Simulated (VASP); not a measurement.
# Ga3Sb (I4/mmm) in VASP: a series of runs, part 2 of 2

VASP 6.6.1. The steps go on from the part before.

## Step 3: Single point, PBE+D3(BJ) (18.99 Å³/atom)

This run uses another cell than the first one, of 18.99 Å³/atom.

The input, INCAR:

```
PREC     = Accurate       # precision mode
ENCUT    = 520            # plane-wave cutoff, eV
EDIFF    = 1E-6           # SCF threshold, eV
ISMEAR   = 0              # smearing method
SIGMA    = 0.1            # smearing width, eV
LREAL    = False          # projectors in reciprocal space
LASPH    = True           # aspherical terms in the spheres
NELM     = 60             # most SCF steps
ALGO     = Fast           # electronic algorithm
ISIF     = 2              # what is computed and relaxed
LWAVE    = False          # write WAVECAR
LCHARG   = False          # write CHGCAR
GGA      = PE             # functional
IVDW     = 12             # dispersion correction
NBANDS   = 30             # bands
```

The input, KPOINTS:

```
regular mesh
0
Gamma
  14 14 14
```

The input, POSCAR:

```
Ga3Sb
1.0
   -2.1898687414      2.1898687414      3.9599819303
    2.1898687414     -2.1898687414      3.9599819303
    2.1898687414      2.1898687414     -3.9599819303
Ga Sb
3 1
Direct
    0.7500000000      0.2500000000      0.5000000000
    0.2500000000      0.7500000000      0.5000000000
    0.5000000000      0.5000000000      0.0000000000
    0.0000000000      0.0000000000      0.0000000000
```

Potentials or basis: VASP PAW PBE potentials, release 64 (Ga_d, Sb).

Run with:

```console
> cat potpaw_PBE.64/Ga_d/POTCAR potpaw_PBE.64/Sb/POTCAR > POTCAR
> mpirun -np 1 vasp_std > vasp.out
```

It took 4.4 min on 1 thread of Intel Xeon 6975P-C (Granite Rapids), shared host; peak memory 0.59 GiB.

Results (log left out):

| Item | Value |
| --- | --- |
| Free energy | -13.8474 eV |
| Pressure | 6.1 GPa |
| Band gap on the k mesh | zero (bands 22 and 23 overlap by 5.01 eV) |
| Dispersion energy per atom | -0.394 eV |

Stress tensor (GPa, compression positive):
```
6.13 0.00 0.00
0.00 6.13 0.00
0.00 0.00 6.06
```

Levels at points of the mesh, in eV from the Fermi level:
```
           k point  band 20  band 21  band 22  band 23  band 24  band 25
(0.00, 0.00, 0.00)    -2.22    -2.22    -1.68    -0.85    -0.85    -0.09
(0.50, 0.00, 0.00)    -2.08    -1.46    -1.21    -0.73     2.38     3.31
(0.50, 0.50, 0.00)    -5.45    -5.06     1.17     1.68     1.91     2.08
(0.50, 0.50, 0.50)    -4.30    -3.60     3.17     4.18     4.18     4.43
```

Caveat: the cell stands under pressure; spin-orbit coupling is left out, which moves the levels of the heavy elements.

## Step 4: Single point, PBE+D3(BJ) (19.62 Å³/atom)

This run uses another cell than the first one, of 19.62 Å³/atom.

The input, INCAR:

```
PREC = Accurate ; ENCUT = 520
EDIFF = 1E-6 ; ISMEAR = 0
SIGMA = 0.1 ; LREAL = False
LASPH = True ; NELM = 100
ALGO = Fast ; ISIF = 2
LWAVE = False ; LCHARG = False
GGA = PE ; IVDW = 12
NBANDS = 30
```

KPOINTS is that of step 3.

The input, POSCAR:

```
Ga3Sb
1.0
   -2.2111061660      2.2111061660      4.0123299814
    2.2111061660     -2.2111061660      4.0123299814
    2.2111061660      2.2111061660     -4.0123299814
Ga Sb
3 1
Direct
    0.7500000000      0.2500000000      0.5000000000
    0.2500000000      0.7500000000      0.5000000000
    0.5000000000      0.5000000000      0.0000000000
    0.0000000000      0.0000000000      0.0000000000
```

Potentials or basis: VASP PAW PBE potentials, release 64 (Ga_d, Sb).

Run with:

```console
> cat potpaw_PBE.64/Ga_d/POTCAR potpaw_PBE.64/Sb/POTCAR > POTCAR
> mpirun -np 1 vasp_std > vasp.out
```

OUTCAR:

```text
PREC = Accurate
   ENCUT = 520
   EDIFF = 1E-6
   ISMEAR = 0
   LREAL = False
   LASPH = True
   NELM = 100
   ISIF = 2
   GGA = PE
   IVDW = 12
 IVDW          = 12

 ion  position               nearest neighbor table
   1  0.750  0.250  0.500-   4 2.99   4 2.99   4 2.99   4 2.99
   2  0.250  0.750  0.500-   4 2.99   4 2.99   4 2.99   4 2.99
   3  0.500  0.500  0.000-   4 3.13   4 3.13   4 3.13   4 3.13
   4  0.000  0.000  0.000-   1 2.99   2 2.99   1 2.99   2 2.99   1 2.99   2 2.99   1 2.99   2 2.99
                             3 3.13   3 3.13   3 3.13   3 3.13

  LATTYP: Found a body centered tetragonal cell.
 ALAT       =     4.4222123320
 C/A-ratio  =     1.8146256580

  Lattice vectors:

 A1 = (  -2.2111061660,   2.2111061660,   4.0123299814)
 A2 = (   2.2111061660,  -2.2111061660,   4.0123299814)
 A3 = (   2.2111061660,   2.2111061660,  -4.0123299814)

Analysis of symmetry for initial positions (statically):
=====================================================================
 Subroutine PRICEL returns:
 Original cell was already a primitive cell.

 Routine SETGRP: Setting up the symmetry group for a
 body centered tetragonal supercell.
[... 174 lines left out ...]

 val. band max:        7.2727254487   @ k =   0.5000   0.5000   0.2857
 cond. band min:       7.2742090836   @ k =  -0.3571   0.3571   0.0000
 fundamental gap:      0.0014836349
 Fermi energy:         7.2737353738

 k-point     1 :       0.0000    0.0000    0.0000
  band No.  band energies     occupation
      1      -7.7983      2.00000
      2      -7.7679      2.00000
      3      -7.7412      2.00000
      4      -7.7174      2.00000
      5      -7.7174      2.00000
      6      -7.7075      2.00000
[... 781 lines left out ...]
     29      13.0607      0.00000
     30      15.2350      0.00000

 [... further k-points ...]

------------------------ aborting loop because EDIFF is reached ----------------------------------------

 Edisp (eV)   -1.52303

 E8    (eV) :    -0.7076

  FORCE on cell =-STRESS in cart. coord.  units (eV):
  Direction    XX          YY          ZZ          XY          YZ          ZX
  --------------------------------------------------------------------------------------
  -------------------------------------------------------------------------------------
  Total       1.80607     1.80607     1.81806     0.00000    -0.00000     0.00000
  in kB      36.87820    36.87820    37.12298     0.00000    -0.00000     0.00000
  external pressure =       36.96 kB  Pullay stress =        0.00 kB

 VOLUME and BASIS-vectors are now :
 -----------------------------------------------------------------------------
  energy-cutoff  :      520.00
  volume of cell :       78.46
      direct lattice vectors                 reciprocal lattice vectors
    -2.211106166  2.211106166  4.012329981     0.000000000  0.226131159  0.124615872
     2.211106166 -2.211106166  4.012329981     0.226131159  0.000000000  0.124615872
     2.211106166  2.211106166 -4.012329981     0.226131159  0.226131159  0.000000000

 POSITION                                       TOTAL-FORCE (eV/Angst)
 -----------------------------------------------------------------------------------
      0.00000      2.21111      2.00616         0.000000      0.000000      0.000000
      2.21111      0.00000      2.00616        -0.000000     -0.000000     -0.000000
      0.00000      0.00000      4.01233        -0.000000      0.000000      0.000000
      0.00000      0.00000      0.00000        -0.000000      0.000000      0.000000
 -----------------------------------------------------------------------------------
    total drift:                               -0.000000     -0.000000      0.000000

  FREE ENERGIE OF THE ION-ELECTRON SYSTEM (eV)
  ---------------------------------------------------
  free  energy   TOTEN  =       -13.9239489225 eV

  energy  without entropy=      -13.9172134386  energy(sigma->0) =      -13.92058118
```

Run time: 4.5 min. Hardware: 1 thread of Intel Xeon 6975P-C (Granite Rapids), shared host; peak memory 0.61 GiB.

What came out:

```
Free energy                : -13.9239 eV
Pressure                   : 3.7 GPa
Band gap on the k mesh     : zero (bands 22 and 23 overlap by 4.85 eV)
Dispersion energy per atom : -0.381 eV
```

Caveat: the cell stands under pressure; spin-orbit coupling is left out, which moves the levels of the heavy elements.

## Step 5: The runs side by side

```csv
cell,gap on the mesh (eV),pressure (GPa)
"a = 4.965 Å, angles 128.2, 128.2, 76.3°, 4 atoms",none,9.0
"a = 5.027 Å, angles 128.4, 128.4, 76.1°, 4 atoms",none,6.1
"a = 5.087 Å, angles 128.5, 128.5, 75.9°, 4 atoms",none,3.7
```

Alike in all rows: task single point; level PBE+D3(BJ); potentials or basis VASP PAW PBE potentials, release 64 (Ga_d, Sb); no spin polarisation; k mesh 14 × 14 × 14; cutoff (eV) 520; smearing gaussian 0.1 eV.

Caveats: the cell stands under pressure; spin-orbit coupling is left out, which moves the levels of the heavy elements.

Total energies depend on the potentials used, so only differences within one code and one set of settings carry meaning.
